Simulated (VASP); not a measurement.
# Zn (P6_3/mmc) in VASP: further runs

Runs on Zn. Level: LDA. Tasks: single point.

Everything below comes from runs of VASP 6.6.1. Logs are shortened: lines on timing, memory, paths and dates and some standing lists are left out, and cuts for length are marked.

### 1 The cell of the first run

The structure is hexagonal, space group P6_3/mmc (No. 194). Conventional cell: a = 2.575 Å, b = 2.575 Å, c = 4.711 Å, α = 90.00°, β = 90.00°, γ = 120.00°. Zn (site symmetry -6m2) has 12 Zn at 2.57 to 2.79 Å within 3.4 Å.

### 2 Single point, LDA

INCAR reads:

```
SYSTEM = Zn
PREC = Accurate ; ENCUT = 520
EDIFF = 1E-6 ; ISMEAR = -1
SIGMA = 0.08 ; LREAL = .FALSE.
LASPH = .TRUE. ; NELM = 60
ALGO = Normal ; ISIF = 2
LWAVE = .FALSE. ; LCHARG = .FALSE.
NBANDS = 32
```

KPOINTS reads:

```
regular mesh
0
G
  14 8 8
  0 0 0
```

POSCAR reads:

```
Zn
1.0
   -1.2874463260      2.2299224487      0.0000000000
    0.0000000000      0.0000000000      4.7112279034
    3.8623389781      2.2299224487      0.0000000000
Zn
4
Direct
    0.5000000000      0.2500000000      0.1666666670
    0.0000000000      0.2500000000      0.6666666670
    0.0000000000      0.7500000000      0.3333333330
    0.5000000000      0.7500000000      0.8333333330
```

Potentials or basis: VASP PAW LDA potentials, release 64 (Zn).

Run with:

```console
$ cat potpaw_LDA.64/Zn/POTCAR > POTCAR
$ mpirun -np 1 vasp_std > vasp.out
```

OUTCAR:

```text
SYSTEM = Zn
   PREC = Accurate
   ENCUT = 520
   EDIFF = 1E-6
   ISMEAR = -1
   LREAL = .FALSE.
   LASPH = .TRUE.
   NELM = 60
   ISIF = 2

 ion  position               nearest neighbor table
   1  0.500  0.250  0.167-   2 2.57   2 2.57   2 2.57   2 2.57   3 2.79   3 2.79   3 2.79   3 2.79
                             4 2.79   4 2.79
   2  0.000  0.250  0.667-   1 2.57   1 2.57   1 2.57   1 2.57   4 2.79   4 2.79   4 2.79   4 2.79
                             3 2.79   3 2.79
   3  0.000  0.750  0.333-   4 2.57   4 2.57   4 2.57   4 2.57   1 2.79   1 2.79   1 2.79   1 2.79
                             2 2.79   2 2.79
   4  0.500  0.750  0.833-   3 2.57   3 2.57   3 2.57   3 2.57   2 2.79   2 2.79   2 2.79   2 2.79
                             1 2.79   1 2.79

  LATTYP: Found a simple orthorhombic cell.
 ALAT       =     2.5748926520
 B/A-ratio  =     1.7320508076
 C/A-ratio  =     1.8296793459

  Lattice vectors:

 A1 = (   1.2874463260,  -2.2299224487,   0.0000000000)
 A2 = (   3.8623389781,   2.2299224487,   0.0000000000)
 A3 = (   0.0000000000,   0.0000000000,   4.7112279034)

Analysis of symmetry for initial positions (statically):
=====================================================================
 Subroutine PRICEL returns following result:

  LATTYP: Found a hexagonal cell.
 ALAT       =     2.5748926521
 C/A-ratio  =     1.8296793459

  Lattice vectors:

 A1 = (   1.2874463261,   2.2299224487,   0.0000000000)
 A2 = (  -2.5748926520,   0.0000000000,   0.0000000000)
 A3 = (   0.0000000000,   0.0000000000,   4.7112279034)

   2 primitive cells build up your supercell.

 Routine SETGRP: Setting up the symmetry group for a
 simple orthorhombic supercell.

 Subroutine GETGRP returns: Found  8 space group operations
 (whereof  4 operations were pure point group operations)
 out of a pool of  8 trial point group operations.

The static configuration has the point symmetry C_2h.
 The point group associated with its full space group is D_2h.

Analysis of symmetry for dynamics (positions and initial velocities):
=====================================================================
 Subroutine PRICEL returns following result:

  LATTYP: Found a hexagonal cell.
 ALAT       =     2.5748926521
 C/A-ratio  =     1.8296793459

  Lattice vectors:

 A1 = (   1.2874463261,   2.2299224487,   0.0000000000)
 A2 = (  -2.5748926520,   0.0000000000,   0.0000000000)
 A3 = (   0.0000000000,   0.0000000000,   4.7112279034)

   2 primitive cells build up your supercell.
[... 108 lines left out ...]
   NELM   =     60;   NELMIN=  2; NELMDL= -5     # of ELM steps
   EDIFF  = 0.1E-05   stopping-criterion for ELM
   LREAL  =      F    real-space projection
   EDIFFG = 0.1E-04   stopping-criterion for IOM
   NSW    =      0    number of steps for IOM
   IBRION =     -1    ionic relax: 0-MD 1-quasi-New 2-CG
   NFREE  =      0    steps in history (QN), initial steepest desc. (CG)
   ISIF   =      2    stress and relaxation
   ISYM   =      2    0-nonsym 1-usesym 2-fastsym
   POTIM  = 0.5000    time-step for ionic-motion
   TEBEG  =    0.0;   TEEND  =   0.0 temperature during run
   PSTRESS=    0.0 pullay stress
   NELECT =      48.0000    total number of electrons
   NUPDOWN=      -1.0000    fix difference up-down
   EMIN   =  10.00;   EMAX   =-10.00  energy-range for DOS
   EFERMI =   0.00;   METHOD = LEGACY
   ISMEAR =    -1;   SIGMA  =   0.08  broadening in eV -4-tet -1-fermi 0-gaus
   EFERMI_NEDOS =   21; number of points for ismear=-14 and -15
   IALGO  =     38    algorithm
   IMIX   =      4    mixing-type and parameters
     AMIX     =   0.40;   BMIX     =  1.00
     AMIX_MAG =   1.60;   BMIX_MAG =  1.00
  volume/ion in A,a.u.               =      13.53        91.27
  Fermi-wavevector in a.u.,A,eV,Ry     =   1.573080  2.972691 33.668730  2.474582
  Thomas-Fermi vector in A             =   2.674418
   LORBIT       =      0    0 simple, 1 ext, 2 COOP (PROOUT), +10 PAW based schemes
   GGA     = CA    functional components
   LHFCALC =     F    Hartree Fock is set to
   AEXX    =    0.0000 exact exchange contribution
   IVDW    =     0    specifies the selected vdW correction
   LEPSILON=     F    determine dielectric tensor
   LRPA    =     F    only Hartree local field effects (RPA)
 non-spin polarized calculation
  energy-cutoff  :      520.00
  volume of cell :       54.10
 maximum number of plane-waves:      1476
 NGX is ok and might be reduce to    20
   NGX =  9   NGY = 17   NGZ = 17

 number of electron      47.9999978 magnetization

 Free energy of the ion-electron system (eV)
  ---------------------------------------------------
  ext. energy  EPLUGINS =         0.00000000
  ---------------------------------------------------
  free energy    TOTEN  =        -7.51354196 eV

  energy without entropy =       -7.49702935  energy(sigma->0) =       -7.50528566

 E-fermi :   3.7484     XC(G=0): -12.5263

 val. band max:        3.7442382014   @ k =   0.3571   0.3750   0.1250
 cond. band min:       3.7526937572   @ k =   0.1429   0.1250   0.3750
 fundamental gap:      0.0084555559
 Fermi energy:         3.7483670532

 k-point     1 :       0.0000    0.0000    0.0000
  band No.  band energies     occupation
      1      -7.5993      2.00000
      2      -5.4451      2.00000
      3      -5.2125      2.00000
      4      -5.1148      2.00000
      5      -4.9396      2.00000
      6      -4.5692      2.00000
[... 829 lines left out ...]
     31      10.7976      0.00000
     32      10.7976      0.00000

 [... further k-points ...]

------------------------ aborting loop because EDIFF is reached ----------------------------------------

  FORCE on cell =-STRESS in cart. coord.  units (eV):
  Direction    XX          YY          ZZ          XY          YZ          ZX
  --------------------------------------------------------------------------------------
  -------------------------------------------------------------------------------------
  Total        0.3046578      0.4955419     -0.0309081     -0.1653105      0.0000000      0.0000000
  in kB        9.0221475     14.6749952     -0.9153134     -4.8955098      0.0000000      0.0000000
  external PRESSURE =       7.5939431 kB  Pullay stress =       0.0000000 kB

 VOLUME and BASIS-vectors are now :
 -----------------------------------------------------------------------------
  energy-cutoff  :      520.00
  volume of cell :       54.10
      direct lattice vectors                 reciprocal lattice vectors
    -1.287446326  2.229922449  0.000000000    -0.194182852  0.336334566  0.000000000
     0.000000000  0.000000000  4.711227903     0.000000000  0.000000000  0.212258889
     3.862338978  2.229922449  0.000000000     0.194182852  0.112111522  0.000000000

 POSITION                                       TOTAL-FORCE (eV/Angst)
 -----------------------------------------------------------------------------------
      0.00000      1.48661      1.17781         0.001829      0.001056      0.000000
      2.57489      1.48661      1.17781         0.001829      0.001056      0.000000
      1.28745      0.74331      3.53342        -0.001829     -0.001056     -0.000000
      2.57489      2.97323      3.53342        -0.001829     -0.001056     -0.000000
 -----------------------------------------------------------------------------------
    total drift:                                0.000000      0.000000      0.000000

  FREE ENERGIE OF THE ION-ELECTRON SYSTEM (eV)
  ---------------------------------------------------
  free  energy   TOTEN  =        -7.5135419580 eV

  energy  without entropy=       -7.4970293535  energy(sigma->0) =       -7.50528566
```

OSZICAR:

```text
N       E                     dE             d eps       ncg     rms          rms(c)
DAV:   1     0.295515027152E+03    0.29552E+03   -0.23212E+04 13112   0.248E+03
DAV:   2     0.118635221565E+02   -0.28365E+03   -0.26942E+03 12856   0.412E+02
DAV:   3    -0.792186271317E+01   -0.19785E+02   -0.19607E+02 14568   0.120E+02
DAV:   4    -0.816728869605E+01   -0.24543E+00   -0.24537E+00 13992   0.148E+01
DAV:   5    -0.816769102035E+01   -0.40232E-03   -0.40232E-03 14552   0.523E-01    0.740E+00
DAV:   6    -0.757690960114E+01    0.59078E+00   -0.24713E+00 14872   0.268E+01    0.520E+00
DAV:   7    -0.753329905519E+01    0.43611E-01   -0.11019E-01 14560   0.451E+00    0.260E+00
DAV:   8    -0.751358682736E+01    0.19712E-01   -0.57647E-03 17408   0.882E-01    0.902E-02
DAV:   9    -0.751352975210E+01    0.57075E-04   -0.88145E-04 13992   0.281E-01    0.467E-02
DAV:  10    -0.751354174052E+01   -0.11988E-04   -0.79627E-05 14152   0.577E-02    0.870E-03
DAV:  11    -0.751354195800E+01   -0.21748E-06   -0.16831E-06 11560   0.114E-02
   1 F= -.75135420E+01 E0= -.75052857E+01  d E =-.165126E-01
```

Wall time 5.6 min (1 thread of Oxide Virtual Turin-like, shared host); peak memory 0.3 GiB.

Results:

| Property | Result |
| --- | --- |
| Free energy | -7.5135 eV |
| Pressure | 0.8 GPa |
| Band gap on the k mesh | zero (band 24 reaches 5.27 eV, above the bottom of band 25 at 1.45 eV) |

Forces on the atoms (eV/Å):
```
Zn   0.002  0.001  0.000
Zn   0.002  0.001  0.000
Zn  -0.002 -0.001  0.000
Zn  -0.002 -0.001  0.000
```

Stress tensor (GPa, compression positive):
```
 0.90 -0.49  0.00
-0.49  1.47  0.00
 0.00  0.00 -0.09
```

### 3 Single point, LDA

INCAR reads:

```
ALGO     = Normal         # electronic algorithm
EDIFF    = 1E-6           # SCF threshold, eV
ENCUT    = 520            # plane-wave cutoff, eV
GGA      = CA             # functional
ISIF     = 2              # what is computed and relaxed
ISMEAR   = -1             # smearing method
LASPH    = T              # aspherical terms in the spheres
LCHARG   = F              # write CHGCAR
LREAL    = F              # projectors in reciprocal space
LWAVE    = F              # write WAVECAR
NBANDS   = 32             # bands
NELM     = 80             # most SCF steps
PREC     = Accurate       # precision mode
SIGMA    = 0.08           # smearing width, eV
```

KPOINTS reads:

```
k-points
0
Gamma
  14 8 8
```

POSCAR is that of step 2.

Potentials or basis: VASP PAW LDA potentials, release 64 (Zn).

Run with:

```console
$ cat potpaw_LDA.64/Zn/POTCAR > POTCAR
$ mpirun -np 1 vasp_std > vasp.out
```

Run time: 4.4 min. Hardware: 1 thread of Oxide Virtual Turin-like, shared host; peak memory 0.29 GiB.

Results (log left out):

| Quantity | Value |
| --- | --- |
| Free energy | -7.5135 eV |
| Pressure | 0.8 GPa |
| Band gap on the k mesh | zero (band 24 reaches 5.27 eV, above the bottom of band 25 at 1.45 eV) |

Forces on the atoms (eV/Å):
```
Zn   0.002  0.001  0.000
Zn   0.002  0.001  0.000
Zn  -0.002 -0.001  0.000
Zn  -0.002 -0.001  0.000
```

Stress tensor (GPa, compression positive):
```
 0.90 -0.49  0.00
-0.49  1.47  0.00
 0.00  0.00 -0.09
```

Levels at points of the mesh, in eV from the Fermi level:
```csv
k point,band 21,band 22,band 23,band 24,band 25,band 26,band 27,band 28
"(0.00, 0.00, 0.00)",-7.10,-4.11,-3.23,-2.78,-2.30,3.00,3.69,4.87
"(0.50, 0.00, 0.00)",-4.48,-4.48,1.52,1.52,2.79,2.79,3.38,3.38
"(0.00, 0.50, 0.00)",-7.11,-7.11,-2.22,-2.22,0.33,0.33,5.29,5.29
"(0.50, 0.50, 0.00)",-2.93,-2.93,-2.93,-2.93,4.85,4.85,4.85,4.85
"(0.00, 0.00, 0.50)",-7.32,-7.32,-1.63,-1.63,-1.36,-1.36,7.19,7.19
"(0.50, 0.00, 0.50)",-3.23,-3.23,-2.30,-2.30,3.00,3.00,3.69,3.69
"(0.00, 0.50, 0.50)",-6.60,-6.60,-6.60,-6.60,6.96,6.96,6.96,6.96
"(0.50, 0.50, 0.50)",-2.22,-2.22,-2.22,-2.22,0.33,0.33,0.33,0.33
```
